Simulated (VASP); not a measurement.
# SbC: relaxation of cell and atoms with PBE

The system is SbC.

```
CELL_PARAMETERS angstrom
3.11468 0.00000 0.00000
0.00000 3.11468 0.00000
0.00000 0.00000 3.11468
ATOMIC_POSITIONS crystal
Sb 0.50000 0.50000 0.50000
C 0.00000 0.00000 0.00000
```

```json
{"Program": "VASP 6.6.1", "Task": "relaxation of cell and atoms", "Functional": "PBE", "Potentials or basis": "VASP PAW PBE potentials, release 64 (Sb, C)", "Cutoff": "600 eV", "k mesh": "9 × 9 × 9", "Occupations": "fermi-dirac, width 0.05 eV", "Spin": "no spin polarisation", "Dipole correction": "no", "Further INCAR settings": "ALGO = Normal; EDIFF = 1e-06; IBRION = 2; EDIFFG = -0.01; NSW = 60; ISIF = 3"}
```

```yaml
Relaxed_volume: 14.95 Å³/atom
Relaxed_cell: a = 3.104 Å, b = 3.104 Å, c = 3.104 Å, α = 90.00°, β = 90.00°, γ = 90.00°
Space_group_after_relaxing_to_0.05_Å: Pm-3m (No. 221)
Energy_gained_by_relaxing: 0.5 meV/atom
Ionic_steps: 3
Pressure_after_relaxing: 0.0 GPa
```

The path:
```tsv
step	energy change (eV)	largest force (eV/Å)	pressure (GPa)	volume (Å³)
1	0.0000	0.0000	-1.05	30.22
2	-0.0009	0.0000	0.44	29.79
3	-0.0010	0.0000	0.01	29.91
```

Final structure:
```cif
data_structure
_symmetry_space_group_name_H-M 'P 1'
_symmetry_Int_Tables_number 1
_cell_length_a 3.1040
_cell_length_b 3.1040
_cell_length_c 3.1040
_cell_angle_alpha 90.000
_cell_angle_beta 90.000
_cell_angle_gamma 90.000
_cell_volume 29.91
loop_
_atom_site_label
_atom_site_type_symbol
_atom_site_fract_x
_atom_site_fract_y
_atom_site_fract_z
_atom_site_occupancy
Sb1 Sb 0.50000 0.50000 0.50000 1
C1 C 0.00000 0.00000 0.00000 1
```

Levels at points of the mesh, in eV from the Fermi level:
```
           k point  band 1  band 2  band 3  band 4  band 5  band 6  band 7  band 8
(0.00, 0.00, 0.00)  -15.25   -4.06   -1.67   -1.67   -1.67    5.47    5.47    7.69
```

It took 20 s on 1 thread of Intel(R) Xeon(R) Platinum 8375C CPU @ 2.90GHz (Ice Lake), on a shared host, peak memory 0.17 GiB.

Caveat: the bands computed are all filled at some k points, so no gap is given; spin-orbit coupling is left out, which moves the levels of the heavy elements.
